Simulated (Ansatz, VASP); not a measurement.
**Two plane-wave programs on BaTe**

```xyz
4
Lattice="2.2966 -6.7571 0.0000 2.2966 6.7571 0.0000 0.0000 0.0000 5.3641" Properties=species:S:1:pos:R:3 pbc="T T T"
Ba    2.2966   -5.1090    1.3410
Ba    2.2966    5.1090    4.0231
Te    2.2966   -1.6315    1.3410
Te    2.2966    1.6315    4.0231
```

Change from the starting cell: species swapped into the YGa type (Cmcm, No. 63).

Alike in both runs: functional PBE; k mesh 4 × 4 × 4; occupations gaussian, width 0.2 eV; no spin polarisation.

Ansatz relaxed the structure, and its values are those at the end. VASP's run is a single point on that final structure, the one shown.

|  | VASP | Ansatz |
| --- | --- | --- |
| version | VASP 6.6.1 | Ansatz 0.2.0 |
| potentials or method | VASP PAW PBE potentials, release 64 (Ba_sv, Te), cutoff 520 eV | scalar-relativistic, plane waves, PAW |
| valence electrons in the cell | 32 | 52 |

```csv
,VASP,Ansatz,Ansatz less VASP
gap on the k mesh at the Fermi level (eV),1.31,1.40,+0.088
least direct gap on the mesh (eV),1.31,1.40,+0.088
pressure (GPa),0.3,-0.1,-0.36
rms of the force components (eV/Å),0.012,0.006,-0.0056
```

The functional is the same, so the differences come from potentials, cutoffs and numerics. VASP's potentials hold 32 valence electrons a cell and Ansatz's 52, so a difference there can come from the potentials and not from the codes.

Neither program's run includes spin-orbit coupling.
